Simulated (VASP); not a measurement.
Wanted: the native input for a VASP 6.6.1 run.

```
Task                   : single point
Functional             : PBEsol
Potentials or basis    : VASP PAW PBE potentials, release 64 (Pt)
Cutoff                 : 520 eV
k mesh                 : 24 × 24 × 14
Occupations            : gaussian, width 0.15 eV
Spin                   : no spin polarisation
Dipole correction      : no
Further INCAR settings : ALGO = Fast; EDIFF = 1e-06; NBANDS = 17
```

The structure of Pt lies in POSCAR:

```
Pt
1.0
    2.8614281013      0.0000000000      0.0000000000
   -1.4307140507      2.4780694268      0.0000000000
    0.0000000000      0.0000000000      4.8244757716
Pt
2
Direct
    0.6666666667      0.3333333333      0.7500000000
    0.3333333333      0.6666666667      0.2500000000
```

This isn't the form of Pt at room conditions, which is fcc.

This cell differs from its parent crystal: strain +0.050 along x and y, +0.025 along z.

The input as run:

INCAR

```
SYSTEM = Pt
PREC     = Accurate       ! precision mode
ENCUT    = 520            ! plane-wave cutoff, eV
EDIFF    = 1E-6           ! SCF threshold, eV
ISMEAR   = 0              ! smearing method
SIGMA    = 0.15           ! smearing width, eV
LREAL    = .FALSE.        ! projectors in reciprocal space
LASPH    = .TRUE.         ! aspherical terms in the spheres
NELM     = 100            ! most SCF steps
ALGO     = Fast           ! electronic algorithm
ISIF     = 2              ! what is computed and relaxed
LWAVE    = .FALSE.        ! write WAVECAR
LCHARG   = .FALSE.        ! write CHGCAR
GGA      = PS             ! functional
NBANDS   = 17             ! bands
```

KPOINTS

```
regular mesh
0
G
  24 24 14
  0 0 0
```

Potentials or basis: VASP PAW PBE potentials, release 64 (Pt).

The run is started by

```bash
$ cat potpaw_PBE.64/Pt/POTCAR > POTCAR
$ mpirun -np 1 vasp_std > vasp.out
```

It gave:

The pressure is -25.2 GPa and the band gap on the k mesh is zero (bands 10 and 11 overlap by 1.06 eV).

Caveat: the cell differs from its parent crystal (strain +0.050 along x and y, +0.025 along z); the cell stands under tension; the PAW data sets were made with another functional, which shifts forces and pressure a little; spin-orbit coupling is left out, which moves the levels of the heavy elements.

Wall time 4.4 min on 1 thread of Intel Xeon 8259CL (shared host), peak memory 0.35 GiB.
